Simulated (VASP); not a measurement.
# Br (Im-3m) in VASP: single point with PBE

Aim: the single point of Br with PBE.

Program: VASP 6.6.1. These are calculated values, not measurements. Logs are shortened: lines on timing, memory, paths and dates and some standing lists are left out, and cuts for length are marked.

### Step 1. The cell of the first run

The structure is cubic, space group Im-3m (No. 229). Conventional cell: a = 3.794 Å, b = 3.794 Å, c = 3.794 Å, α = 90.00°, β = 90.00°, γ = 90.00°. Br (site symmetry m-3m) has 14 Br at 3.29 to 3.79 Å within 4.3 Å.

### Step 2. Single point, PBE

INCAR reads:

```
  PREC = Accurate
  ENCUT = 520
  EDIFF = 1E-7
  ISMEAR = -1
  SIGMA = 0.13605693000000002
  LREAL = False
  LASPH = True
  NELM = 100
  ALGO = Normal
  ISIF = 2
  LWAVE = False
  LCHARG = True
  GGA = PE
  LELF = True
  LVHAR = True
  NBANDS = 10
```

KPOINTS reads:

```
Automatic mesh
0
Gamma
  12 12 12
```

POSCAR reads:

```
Br
1.0
   -1.8970637935      1.8970637935      1.8970637935
    1.8970637935     -1.8970637935      1.8970637935
    1.8970637935      1.8970637935     -1.8970637935
Br
1
Direct
    0.0000000000      0.0000000000      0.0000000000
```

Potentials or basis: VASP PAW PBE potentials, release 64 (Br).

On the command line:

```sh
$ cat potpaw_PBE.64/Br/POTCAR > POTCAR
$ mpirun -np 1 vasp_std > vasp.out
```

OUTCAR:

```text
PREC = Accurate
   ENCUT = 520
   EDIFF = 1E-7
   ISMEAR = -1
   LREAL = False
   LASPH = True
   NELM = 100
   ISIF = 2
   GGA = PE

 ion  position               nearest neighbor table
   1  0.000  0.000  0.000-

  LATTYP: Found a body centered cubic cell.
 ALAT       =     3.7941275870

  Lattice vectors:

 A1 = (  -1.8970637935,   1.8970637935,   1.8970637935)
 A2 = (   1.8970637935,  -1.8970637935,   1.8970637935)
 A3 = (   1.8970637935,   1.8970637935,  -1.8970637935)

Analysis of symmetry for initial positions (statically):
=====================================================================
 Subroutine PRICEL returns:
 Original cell was already a primitive cell.

 Routine SETGRP: Setting up the symmetry group for a
 body centered cubic supercell.

 Subroutine GETGRP returns: Found 48 space group operations
[... 9 lines left out ...]

 Routine SETGRP: Setting up the symmetry group for a
 body centered cubic supercell.

 Subroutine GETGRP returns: Found 48 space group operations
[... 11 lines left out ...]
                                     Primitive cell

  volume of cell :      27.3090

  direct lattice vectors                    reciprocal lattice vectors
    -1.897063794  1.897063794  1.897063794     0.000000000  0.263565201  0.263565201
     1.897063794 -1.897063794  1.897063794     0.263565201  0.000000000  0.263565201
     1.897063794  1.897063794 -1.897063794     0.263565201  0.263565201  0.000000000

  length of vectors
     3.285810876  3.285810876  3.285810876     0.372737482  0.372737482  0.372737482

  position of ions in fractional coordinates (direct lattice)
     0.000000000  0.000000000  0.000000000

  ion indices of the primitive-cell ions
   primitive index   ion index
                 1           1

----------------------------------------------------------------------------------------

 KPOINTS: Automatic mesh

Automatic generation of k-mesh.
 Grid dimensions read from file:
 generate k-points for:   12   12   12

 Generating k-lattice:

  Cartesian coordinates                     Fractional coordinates (reciprocal lattice)
     0.000000000  0.021963767  0.021963767     0.083333333  0.000000000  0.000000000
     0.021963767  0.000000000  0.021963767     0.000000000  0.083333333  0.000000000
     0.021963767  0.021963767  0.000000000     0.000000000  0.000000000  0.083333333

  Length of vectors
     0.031061457  0.031061457  0.031061457

  Shift w.r.t. Gamma in fractional coordinates (k-lattice)
     0.000000000  0.000000000  0.000000000

 Subroutine IBZKPT returns following result:
 ===========================================

 Found     72 irreducible k-points:

 Following reciprocal coordinates:
            Coordinates               Weight
  0.000000  0.000000  0.000000      1.000000
  0.083333  0.000000  0.000000     12.000000
  0.166667  0.000000  0.000000     12.000000
  0.250000  0.000000  0.000000     12.000000
  0.333333  0.000000  0.000000     12.000000
  0.416667  0.000000  0.000000     12.000000
[... 16 lines left out ...]
  0.333333  0.083333  0.083333     24.000000
  0.416667  0.083333  0.083333     12.000000
 [... further k-points ...]
   k-points           NKPTS =     72   k-points in BZ     NKDIM =     72   number of bands    NBANDS=     10
   number of dos      NEDOS =    301   number of ions     NIONS =      1
   total plane-waves  NPLWV =  13824
   dimension x,y,z NGX =    24 NGY =   24 NGZ =   24
   dimension x,y,z NGXF=    48 NGYF=   48 NGZF=   48
   ions per type =               1
   NGX,Y,Z   is equivalent  to a cutoff of  12.14, 12.14, 12.14 a.u.
   NGXF,Y,Z  is equivalent  to a cutoff of  24.29, 24.29, 24.29 a.u.
 SYSTEM =  unknown system
   PREC   = accura    normal or accurate (medium, high low for compatibility)
   ISTART =      0    job   : 0-new  1-cont  2-samecut
   ICHARG =      2    charge: 1-file 2-atom 10-const
   ISPIN  =      1    spin polarized calculation?
   LNONCOLLINEAR =      F non collinear calculations
   LSORBIT =      F    spin-orbit coupling
   LASPH  =      T    aspherical Exc in radial PAW
   ENCUT  =  520.0 eV  38.22 Ry    6.18 a.u.   6.11  6.11  6.11*2*pi/ulx,y,z
   NELM   =    100;   NELMIN=  2; NELMDL= -5     # of ELM steps
   EDIFF  = 0.1E-06   stopping-criterion for ELM
   LREAL  =      F    real-space projection
   EDIFFG = 0.1E-05   stopping-criterion for IOM
   NSW    =      0    number of steps for IOM
   IBRION =     -1    ionic relax: 0-MD 1-quasi-New 2-CG
   NFREE  =      0    steps in history (QN), initial steepest desc. (CG)
   ISIF   =      2    stress and relaxation
   ISYM   =      2    0-nonsym 1-usesym 2-fastsym
   POTIM  = 0.5000    time-step for ionic-motion
   TEBEG  =    0.0;   TEEND  =   0.0 temperature during run
   PSTRESS=    0.0 pullay stress
   NELECT =       7.0000    total number of electrons
   NUPDOWN=      -1.0000    fix difference up-down
   EMIN   =  10.00;   EMAX   =-10.00  energy-range for DOS
   EFERMI =   0.00;   METHOD = LEGACY
   ISMEAR =    -1;   SIGMA  =   0.14  broadening in eV -4-tet -1-fermi 0-gaus
   EFERMI_NEDOS =   21; number of points for ismear=-14 and -15
   IALGO  =     38    algorithm
   IMIX   =      4    mixing-type and parameters
     AMIX     =   0.40;   BMIX     =  1.00
     AMIX_MAG =   1.60;   BMIX_MAG =  1.00
  volume/ion in A,a.u.               =      27.31       184.29
  Fermi-wavevector in a.u.,A,eV,Ry     =   1.039934  1.965189 14.714180  1.081462
  Thomas-Fermi vector in A             =   2.174486
   LORBIT       =      0    0 simple, 1 ext, 2 COOP (PROOUT), +10 PAW based schemes
   GGA     = PE    functional components
   LHFCALC =     F    Hartree Fock is set to
   AEXX    =    0.0000 exact exchange contribution
   IVDW    =     0    specifies the selected vdW correction
   LEPSILON=     F    determine dielectric tensor
   LRPA    =     F    only Hartree local field effects (RPA)
 non-spin polarized calculation
  energy-cutoff  :      520.00
  volume of cell :       27.31
 maximum number of plane-waves:       746
   NGX = 13   NGY = 13   NGZ = 13

 number of electron       6.9999997 magnetization

 Free energy of the ion-electron system (eV)
  ---------------------------------------------------
  ext. energy  EPLUGINS =         0.00000000
  ---------------------------------------------------
  free energy    TOTEN  =        -1.06895579 eV

  energy without entropy =       -0.95999315  energy(sigma->0) =       -1.01447447

 E-fermi :   1.2974     XC(G=0):  -9.1365

 val. band max:        1.2885698683   @ k =  -0.0833   0.0833   0.0833
 cond. band min:       1.3038566666   @ k =  -0.3333   0.4167   0.0833
 fundamental gap:      0.0152867983
 Fermi energy:         1.2973514314

 k-point     1 :       0.0000    0.0000    0.0000
  band No.  band energies     occupation
      1     -13.8772      2.00000
      2       1.9864      0.01255
      3       1.9864      0.01255
      4       1.9864      0.01255
      5       8.9787      0.00000
      6      13.9636      0.00000
      7      13.9636      0.00000
      8      13.9636      0.00000
      9      16.5570      0.00000
     10      16.5570      0.00000

 k-point     2 :       0.0833    0.0000    0.0000
  band No.  band energies     occupation
      1     -13.8040      2.00000
      2       1.5083      0.35008
      3       1.8674      0.02984
      4       1.9710      0.01405
      5       9.4405      0.00000
      6      13.5970      0.00000
      7      13.7541      0.00000
      8      14.3385      0.00000
      9      15.8888      0.00000
     10      16.3636      0.00000

 k-point     3 :       0.1667    0.0000    0.0000
  band No.  band energies     occupation
      1     -13.5952      2.00000
      2       0.4084      1.99710
      3       1.5641      0.24685
      4       1.9281      0.01921
      5      10.2403      0.00000
      6      12.8405      0.00000
      7      13.2370      0.00000
      8      15.4073      0.00000
      9      15.8355      0.00000
     10      16.1368      0.00000

 k-point     4 :       0.2500    0.0000    0.0000
  band No.  band energies     occupation
      1     -13.2853      2.00000
      2      -0.8411      2.00000
      3       1.1915      1.37063
      4       1.8676      0.02980
      5      10.1748      0.00000
      6      12.0895      0.00000
      7      13.6955      0.00000
      8      16.1919      0.00000
      9      16.5628      0.00000
     10      17.0450      0.00000

 k-point     5 :       0.3333    0.0000    0.0000
  band No.  band energies     occupation
      1     -12.9394      2.00000
      2      -1.9517      2.00000
      3       0.8563      1.92474
      4       1.8053      0.04672
      5       9.5528      0.00000
      6      11.5028      0.00000
      7      14.9205      0.00000
      8      16.6130      0.00000
      9      17.5643      0.00000
     10      19.1211      0.00000

 k-point     6 :       0.4167    0.0000    0.0000
  band No.  band energies     occupation
      1     -12.6565      2.00000
      2      -2.7236      2.00000
      3       0.6300      1.98529
      4       1.7586      0.06523
      5       9.0733      0.00000
      6      11.1370      0.00000
      7      16.2008      0.00000
      8      17.4043      0.00000
      9      18.0411      0.00000
     10      20.0301      0.00000

 k-point     7 :       0.5000    0.0000    0.0000
  band No.  band energies     occupation
      1     -12.5452      2.00000
      2      -3.0026      2.00000
      3       0.5506      1.99176
      4       1.7412      0.07376
      5       8.9040      0.00000
      6      11.0133      0.00000
      7      17.1151      0.00000
      8      17.6732      0.00000
      9      18.3796      0.00000
     10      18.7554      0.00000

 k-point     8 :       0.0833    0.0833    0.0000
  band No.  band energies     occupation
      1     -13.6629      2.00000
      2       0.7510      1.96458
      3       1.7118      0.09079
      4       1.8582      0.03190
      5      10.1249      0.00000
      6      13.1534      0.00000
      7      13.1588      0.00000
      8      15.1594      0.00000
      9      15.3544      0.00000
     10      16.6239      0.00000

 k-point     9 :       0.1667    0.0833    0.0000
  band No.  band energies     occupation
      1     -13.4027      2.00000
      2      -0.3391      1.99999
      3       1.3242      0.90160
      4       1.7678      0.06108
      5      10.6476      0.00000
      6      12.4140      0.00000
      7      12.9611      0.00000
      8      15.4288      0.00000
      9      16.5835      0.00000
     10      17.0508      0.00000
[... 118 lines left out ...]
 k-point    19 :       0.3333    0.3333    0.0000
  band No.  band energies     occupation
      1     -12.3567      2.00000
      2      -1.7884      2.00000
      3      -1.7884      2.00000
      4       1.2095      1.31224
      5      10.6828      0.00000
      6      13.2513      0.00000
      7      13.2513      0.00000
      8      18.1290      0.00000
      9      18.1290      0.00000
     10      21.5472      0.00000

 k-point    20 :       0.0833    0.0833    0.0833
  band No.  band energies     occupation
      1     -13.4669      2.00000
      2      -0.1498      1.99995
      3       1.6203      0.17043
      4       1.6203      0.17043
      5      10.8495      0.00000
      6      12.4755      0.00000
      7      12.4755      0.00000
      8      16.2511      0.00000
      9      16.2511      0.00000
     10      16.7593      0.00000

 k-point    21 :       0.1667    0.0833    0.0833
  band No.  band energies     occupation
      1     -13.1781      2.00000
      2      -1.0979      2.00000
      3       1.0921      1.63779
      4       1.4955      0.37813
      5      11.0922      0.00000
      6      11.9833      0.00000
      7      12.7449      0.00000
      8      16.5315      0.00000
      9      16.7843      0.00000
     10      18.6901      0.00000

 k-point    22 :       0.2500    0.0833    0.0833
  band No.  band energies     occupation
      1     -12.8594      2.00000
      2      -1.9495      2.00000
      3       0.5535      1.99159
      4       1.3712      0.73515
      5      10.5339      0.00000
      6      11.6569      0.00000
      7      14.2247      0.00000
      8      17.2446      0.00000
      9      17.2495      0.00000
     10      20.5969      0.00000

 k-point    23 :       0.3333    0.0833    0.0833
  band No.  band energies     occupation
      1     -12.6020      2.00000
      2      -2.5569      2.00000
      3       0.1830      1.99945
      4       1.2807      1.06107
      5      10.1138      0.00000
      6      11.4684      0.00000
      7      15.7421      0.00000
      8      17.9016      0.00000
      9      17.9662      0.00000
     10      20.4428      0.00000

 k-point    24 :       0.4167    0.0833    0.0833
  band No.  band energies     occupation
      1     -12.5017      2.00000
      2      -2.7797      2.00000
      3       0.0536      1.99979
      4       1.2477      1.18036
      5       9.9673      0.00000
      6      11.4063      0.00000
      7      16.5678      0.00000
      8      17.9261      0.00000
      9      18.8651      0.00000
     10      19.2321      0.00000

 [... further k-points ...]

------------------------ aborting loop because EDIFF is reached ----------------------------------------

  FORCE on cell =-STRESS in cart. coord.  units (eV):
  Direction    XX          YY          ZZ          XY          YZ          ZX
  --------------------------------------------------------------------------------------
  -------------------------------------------------------------------------------------
  Total       -0.0259799     -0.0259799     -0.0259799      0.0000000      0.0000000      0.0000000
  in kB       -1.5242002     -1.5242002     -1.5242002      0.0000000      0.0000000      0.0000000
  external PRESSURE =      -1.5242002 kB  Pullay stress =       0.0000000 kB

 VOLUME and BASIS-vectors are now :
 -----------------------------------------------------------------------------
  energy-cutoff  :      520.00
  volume of cell :       27.31
      direct lattice vectors                 reciprocal lattice vectors
    -1.897063794  1.897063794  1.897063794     0.000000000  0.263565201  0.263565201
     1.897063794 -1.897063794  1.897063794     0.263565201  0.000000000  0.263565201
     1.897063794  1.897063794 -1.897063794     0.263565201  0.263565201  0.000000000

 POSITION                                       TOTAL-FORCE (eV/Angst)
 -----------------------------------------------------------------------------------
      0.00000      0.00000      0.00000        -0.000000     -0.000000      0.000000
 -----------------------------------------------------------------------------------
    total drift:                               -0.000000      0.000000      0.000000

  FREE ENERGIE OF THE ION-ELECTRON SYSTEM (eV)
  ---------------------------------------------------
  free  energy   TOTEN  =        -1.0689557894 eV

  energy  without entropy=       -0.9599931470  energy(sigma->0) =       -1.01447447
```

It took 6.3 s on 1 thread of AMD EPYC 9R45 (Zen 5), shared host; peak memory 0.11 GiB.

Results:

```
Free energy : -1.0690 eV
Pressure    : -0.2 GPa
```

Caveat: an odd number of electrons without spin polarisation forces a metal; a magnetic or distorted state may lie lower.
